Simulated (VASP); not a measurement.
# AgRh (P-6m2) in VASP: further runs

The runs below take AgRh through single point, with PBE.

Program: VASP 6.6.1. These are calculated values, not measurements. Logs are shortened: lines on timing, memory, paths and dates and some standing lists are left out, and cuts for length are marked.

## (1) The cell of the first run

Symmetry: P-6m2, No. 187, hexagonal system. Conventional cell: a = 2.778 Å, b = 2.778 Å, c = 4.809 Å, α = 90.00°, β = 90.00°, γ = 120.00°. Ag (site symmetry -6m2) has 6 Ag at 2.78 Å and 6 Rh at 2.89 Å within 3.7 Å. Within 3.7 Å of Rh (site symmetry -6m2) lie 6 Rh at 2.78 Å and 6 Ag at 2.89 Å.

## (2) Single point, PBE

Contents of INCAR:

```
SYSTEM = AgRh
  ALGO = Fast
  EDIFF = 1E-6
  ENCUT = 520
  GGA = PE
  ISIF = 2
  ISMEAR = -1
  LASPH = .True.
  LCHARG = .True.
  LELF = .True.
  LREAL = .False.
  LVHAR = .True.
  LWAVE = .False.
  NBANDS = 20
  NELM = 80
  PREC = Accurate
  SIGMA = 0.05
```

Contents of KPOINTS:

```
k-points
0
Gamma
  11 11 6
  0 0 0
```

Contents of POSCAR:

```
AgRh
1.0
    2.7775881998      0.0000000000      0.0000000000
   -1.3887940999      2.4054619423      0.0000000000
    0.0000000000      0.0000000000      4.8086020000
Ag Rh
1 1
Direct
    0.0000000000      0.0000000000      0.5000000000
    0.6666666667      0.3333333333      0.0000000000
```

Potentials or basis: VASP PAW PBE potentials, release 64 (Ag, Rh_pv).

Launch:

```bash
$ cat potpaw_PBE.64/Ag/POTCAR potpaw_PBE.64/Rh_pv/POTCAR > POTCAR
$ mpirun -np 1 vasp_std > vasp.out
```

OUTCAR:

```text
SYSTEM = AgRh
   EDIFF = 1E-6
   ENCUT = 520
   GGA = PE
   ISIF = 2
   ISMEAR = -1
   LASPH = .True.
   LREAL = .False.
   NELM = 80
   PREC = Accurate

 ion  position               nearest neighbor table
   1  0.000  0.000  0.500-   2 2.89   2 2.89   2 2.89   2 2.89   2 2.89   2 2.89
   2  0.667  0.333  0.000-   1 2.89   1 2.89   1 2.89   1 2.89   1 2.89   1 2.89

  LATTYP: Found a hexagonal cell.
 ALAT       =     2.7775881998
 C/A-ratio  =     1.7312148721

  Lattice vectors:

 A1 = (   2.7775881998,   0.0000000000,   0.0000000000)
 A2 = (  -1.3887940999,   2.4054619423,   0.0000000000)
 A3 = (   0.0000000000,   0.0000000000,   4.8086020000)

Analysis of symmetry for initial positions (statically):
=====================================================================
 Subroutine PRICEL returns:
 Original cell was already a primitive cell.

 Routine SETGRP: Setting up the symmetry group for a
 hexagonal supercell.

 Subroutine GETGRP returns: Found 12 space group operations
 (whereof 12 operations were pure point group operations)
 out of a pool of 24 trial point group operations.

The static configuration has the point symmetry D_3h.

Analysis of symmetry for dynamics (positions and initial velocities):
=====================================================================
 Subroutine PRICEL returns:
 Original cell was already a primitive cell.

 Routine SETGRP: Setting up the symmetry group for a
 hexagonal supercell.

 Subroutine GETGRP returns: Found 12 space group operations
 (whereof 12 operations were pure point group operations)
 out of a pool of 24 trial point group operations.

The dynamic configuration has the point symmetry D_3h.

 Subroutine INISYM returns: Found 12 space group operations
 (whereof 12 operations are pure point group operations),
 and found     1 'primitive' translations

----------------------------------------------------------------------------------------

                                     Primitive cell

  volume of cell :      32.1281

  direct lattice vectors                    reciprocal lattice vectors
     2.777588200  0.000000000  0.000000000     0.360024571  0.207860283  0.000000000
    -1.388794100  2.405461942  0.000000000     0.000000000  0.415720566  0.000000000
     0.000000000  0.000000000  4.808602000     0.000000000  0.000000000  0.207960651

  length of vectors
     2.777588200  2.777588200  4.808602000     0.415720566  0.415720566  0.207960651

  position of ions in fractional coordinates (direct lattice)
     0.000000000  0.000000000  0.500000000
[... 77 lines left out ...]
   NELM   =     80;   NELMIN=  2; NELMDL= -5     # of ELM steps
   EDIFF  = 0.1E-05   stopping-criterion for ELM
   LREAL  =      F    real-space projection
   EDIFFG = 0.1E-04   stopping-criterion for IOM
   NSW    =      0    number of steps for IOM
   IBRION =     -1    ionic relax: 0-MD 1-quasi-New 2-CG
   NFREE  =      0    steps in history (QN), initial steepest desc. (CG)
   ISIF   =      2    stress and relaxation
   ISYM   =      2    0-nonsym 1-usesym 2-fastsym
   POTIM  = 0.5000    time-step for ionic-motion
   TEBEG  =    0.0;   TEEND  =   0.0 temperature during run
   PSTRESS=    0.0 pullay stress
   NELECT =      26.0000    total number of electrons
   NUPDOWN=      -1.0000    fix difference up-down
   EMIN   =  10.00;   EMAX   =-10.00  energy-range for DOS
   EFERMI =   0.00;   METHOD = LEGACY
   ISMEAR =    -1;   SIGMA  =   0.05  broadening in eV -4-tet -1-fermi 0-gaus
   EFERMI_NEDOS =   21; number of points for ismear=-14 and -15
   IALGO  =     68    algorithm
   IMIX   =      4    mixing-type and parameters
     AMIX     =   0.40;   BMIX     =  1.00
     AMIX_MAG =   1.60;   BMIX_MAG =  1.00
  volume/ion in A,a.u.               =      16.06       108.41
  Fermi-wavevector in a.u.,A,eV,Ry     =   1.525589  2.882945 31.666497  2.327422
  Thomas-Fermi vector in A             =   2.633739
   LORBIT       =      0    0 simple, 1 ext, 2 COOP (PROOUT), +10 PAW based schemes
   GGA     = PE    functional components
   LHFCALC =     F    Hartree Fock is set to
   AEXX    =    0.0000 exact exchange contribution
   IVDW    =     0    specifies the selected vdW correction
   LEPSILON=     F    determine dielectric tensor
   LRPA    =     F    only Hartree local field effects (RPA)
 non-spin polarized calculation
 RMM-DIIS sequential band-by-band and
  energy-cutoff  :      520.00
  volume of cell :       32.13
 maximum number of plane-waves:       874
 NGX is ok and might be reduce to    24
   NGX = 11   NGY = 11   NGZ = 17

 number of electron      25.9999997 magnetization

 Free energy of the ion-electron system (eV)
  ---------------------------------------------------
  ext. energy  EPLUGINS =         0.00000000
  ---------------------------------------------------
  free energy    TOTEN  =        -9.45240930 eV

  energy without entropy =       -9.42661175  energy(sigma->0) =       -9.43951052

 E-fermi :   8.8087     XC(G=0): -12.7912

 val. band max:        8.7849419261   @ k =   0.0909   0.0909   0.3333
 cond. band min:       8.8176456829   @ k =   0.2727   0.0000   0.0000
 fundamental gap:      0.0327037568
 Fermi energy:         8.8086980151

 k-point     1 :       0.0000    0.0000    0.0000
  band No.  band energies     occupation
      1     -36.8301      2.00000
      2     -36.8301      2.00000
      3     -36.8258      2.00000
      4       1.6743      2.00000
      5       3.1083      2.00000
      6       4.5664      2.00000
[... 541 lines left out ...]
     19      25.5441      0.00000
     20      26.7203      0.00000

 [... further k-points ...]

------------------------ aborting loop because EDIFF is reached ----------------------------------------

  FORCE on cell =-STRESS in cart. coord.  units (eV):
  Direction    XX          YY          ZZ          XY          YZ          ZX
  --------------------------------------------------------------------------------------
  -------------------------------------------------------------------------------------
  Total       -0.4323850     -0.4323850     -0.5908574      0.0000000     -0.0000000     -0.0000000
  in kB      -21.5623451    -21.5623451    -29.4651133      0.0000000     -0.0000000     -0.0000000
  external PRESSURE =     -24.1966011 kB  Pullay stress =       0.0000000 kB

 VOLUME and BASIS-vectors are now :
 -----------------------------------------------------------------------------
  energy-cutoff  :      520.00
  volume of cell :       32.13
      direct lattice vectors                 reciprocal lattice vectors
     2.777588200  0.000000000  0.000000000     0.360024571  0.207860283  0.000000000
    -1.388794100  2.405461942  0.000000000     0.000000000  0.415720566  0.000000000
     0.000000000  0.000000000  4.808602000     0.000000000  0.000000000  0.207960651

 POSITION                                       TOTAL-FORCE (eV/Angst)
 -----------------------------------------------------------------------------------
      0.00000      0.00000      2.40430         0.000000     -0.000000      0.000000
      1.38879      0.80182      0.00000        -0.000000      0.000000      0.000000
 -----------------------------------------------------------------------------------
    total drift:                               -0.000000      0.000000      0.000000

  FREE ENERGIE OF THE ION-ELECTRON SYSTEM (eV)
  ---------------------------------------------------
  free  energy   TOTEN  =        -9.4524093023 eV

  energy  without entropy=       -9.4266117474  energy(sigma->0) =       -9.43951052
```

OSZICAR:

```text
N       E                     dE             d eps       ncg     rms          rms(c)
DAV:   1     0.218751451921E+03    0.21875E+03   -0.15696E+04  2560   0.139E+03
DAV:   2    -0.574370286579E+01   -0.22450E+03   -0.21770E+03  2664   0.376E+02
DAV:   3    -0.101736923182E+02   -0.44300E+01   -0.44049E+01  2872   0.594E+01
DAV:   4    -0.101987721389E+02   -0.25080E-01   -0.25077E-01  2876   0.445E+00
DAV:   5    -0.101991327108E+02   -0.36057E-03   -0.36057E-03  2888   0.557E-01    0.918E+00
RMM:   6    -0.952249023111E+01    0.67664E+00   -0.16221E+00  2594   0.988E+00    0.598E+00
RMM:   7    -0.948453203118E+01    0.37958E-01   -0.18191E-01  2658   0.351E+00    0.279E+00
RMM:   8    -0.945805301479E+01    0.26479E-01   -0.37854E-02  2737   0.148E+00    0.182E+00
RMM:   9    -0.945246170178E+01    0.55913E-02   -0.76176E-03  2880   0.744E-01    0.915E-02
RMM:  10    -0.945240081043E+01    0.60891E-04   -0.40889E-04  3054   0.178E-01    0.274E-02
RMM:  11    -0.945240814278E+01   -0.73323E-05   -0.81848E-05  3230   0.746E-02    0.145E-02
RMM:  12    -0.945240907795E+01   -0.93516E-06   -0.12715E-05  3125   0.257E-02    0.654E-03
RMM:  13    -0.945240930230E+01   -0.22435E-06   -0.23231E-06  2195   0.129E-02
   1 F= -.94524093E+01 E0= -.94395105E+01  d E =-.257976E-01
```

stdout:

```text
POSCAR found type information on POSCAR AgRh
 POSCAR found :  2 types and       2 ions
 scaLAPACK will be used
 LDA part: xc-table for (Slater+PW92), standard interpolation
 POSCAR, INCAR and KPOINTS ok, starting setup
 FFT: planning ... GRIDC
 FFT: planning ... GRID_SOFT
 FFT: planning ... GRID
 WAVECAR not read
 entering main loop
```

Wall time 24 s (1 thread of Intel Xeon Platinum 8488C (Sapphire Rapids), shared host); peak memory 0.18 GiB.

Results:

```yaml
Free_energy: -9.4524 eV
Pressure: -2.4 GPa
Band_gap_on_the_k_mesh: zero (band 13 reaches 9.87 eV, above the bottom of band 14 at 8.55 eV)
```

Levels at points of the mesh, in eV from the Fermi level:
```
           k point  band 11  band 12  band 13  band 14  band 15  band 16
(0.00, 0.00, 0.00)    -1.77    -1.77     0.14     0.14     0.20     5.35
(0.00, 0.00, 0.50)    -2.44    -1.58    -1.58     0.10     0.10    11.58
```

## (3) Single point, PBE

This run uses another cell than the first one, of 16.39 Å³/atom, 1.020 times its volume.

Contents of INCAR:

```
SYSTEM = AgRh
PREC     = Accurate       ! precision mode
ENCUT    = 520            ! plane-wave cutoff, eV
EDIFF    = 1E-7           ! SCF threshold, eV
ISMEAR   = -1             ! smearing method
SIGMA    = 0.05           ! smearing width, eV
LREAL    = .False.        ! projectors in reciprocal space
LASPH    = .True.         ! aspherical terms in the spheres
NELM     = 100            ! most SCF steps
ALGO     = Normal         ! electronic algorithm
ISIF     = 2              ! what is computed and relaxed
LWAVE    = .False.        ! write WAVECAR
LCHARG   = .False.        ! write CHGCAR
GGA      = PE             ! functional
NBANDS   = 20             ! bands
```

Contents of KPOINTS:

```
regular mesh
0
Gamma
  11 11 6
  0 0 0
```

Contents of POSCAR:

```
AgRh
1.0
    2.7959833597      0.0000000000      0.0000000000
   -1.3979916799      2.4213926181      0.0000000000
    0.0000000000      0.0000000000      4.8404479744
Ag Rh
1 1
Direct
    0.0000000000      0.0000000000      0.5000000000
    0.6666666667      0.3333333333      0.0000000000
```

Potentials or basis: VASP PAW PBE potentials, release 64 (Ag, Rh_pv).

Launch:

```bash
$ cat potpaw_PBE.64/Ag/POTCAR potpaw_PBE.64/Rh_pv/POTCAR > POTCAR
$ mpirun -np 1 vasp_std > vasp.out
```

Wall time 20 s (1 thread of Intel Xeon Platinum 8488C (Sapphire Rapids), shared host); peak memory 0.18 GiB.

Results (log left out):

```yaml
Free_energy: -9.4376 eV
Pressure: -5.1 GPa
Band_gap_on_the_k_mesh: zero (band 13 reaches 9.54 eV, above the bottom of band 14 at 8.27 eV)
```

Stress tensor (GPa, compression positive):
```
-5.03  0.00  0.00
 0.00 -5.03  0.00
 0.00  0.00 -5.31
```

Levels at points of the mesh, in eV from the Fermi level:
```csv
k point,band 10,band 11,band 12,band 13,band 14,band 15,band 16,band 17
"(0.00, 0.00, 0.00)",-3.04,-1.71,-1.71,0.13,0.13,0.25,5.22,16.63
"(0.00, 0.00, 0.50)",-3.11,-2.36,-1.54,-1.54,0.10,0.10,11.43,12.36
```
